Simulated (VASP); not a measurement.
Crystal: Ge.

```
Ge
1.0
     0.00000    2.79068    2.79068
     2.79068    0.00000    2.79068
     2.79068    2.79068    0.00000
Ge
2
Direct
  0.75000 0.75000 0.75000
  0.50000 0.50000 0.50000
```

Program: VASP 6.6.1. Alike in all runs: task single point; potentials or basis VASP PAW PBE potentials, release 64 (Ge_d); no spin polarisation; cell as given; cutoff (eV) 520; smearing fermi-dirac 0.05 eV.

Question: Order these runs on this cell by their band gap on the k mesh, lowest first.
A. level B3LYP; k mesh 4 × 4 × 4; grid for exact exchange (PRECFOCK) Normal
B. level PBE0; k mesh 4 × 4 × 4; grid for exact exchange (PRECFOCK) Normal
C. level PBE exchange alone; k mesh 8 × 8 × 8
D. level r2SCAN; k mesh 8 × 8 × 8

Answer: C (0.27 eV), D (0.58 eV), A (1.44 eV), B (1.75 eV).

Caveats: some runs use coarse meshes.

A k mesh can miss the band edges.
